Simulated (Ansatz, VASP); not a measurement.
## Pb: VASP beside Ansatz

```xyz
3
Lattice="5.7185 0.0000 0.0000 -2.8592 4.9524 0.0000 0.0000 0.0000 3.3996" Properties=species:S:1:pos:R:3 pbc="T T T"
Pb    0.0000    0.0000    0.0000
Pb    0.0000    3.3016    1.6998
Pb    2.8592    1.6508    1.6998
```

Alike in both runs: functional PBE; k mesh 6 × 6 × 8; occupations gaussian, width 0.1 eV; no spin polarisation.

Ansatz relaxed the structure, and its values are those at the end. VASP's run is a single point on that final structure, the one shown.

|  | VASP | Ansatz |
| --- | --- | --- |
| version | VASP 6.6.1 | Ansatz 0.2.0 |
| potentials or method | VASP PAW PBE potentials, release 64 (Pb_d), cutoff 520 eV | scalar-relativistic, plane waves, PAW |
| valence electrons in the cell | 42 | 42 |

Ansatz gave:

```
gap on the k mesh at the Fermi level (eV) : none
pressure (GPa)                            : -0.1
```

Question: Estimate VASP's values.

Answer: gap on the k mesh at the Fermi level (eV): none; pressure (GPa): -0.2.

A gap of «none» marks a metal or a gap that the smearing closes.

Spin-orbit coupling is off throughout.
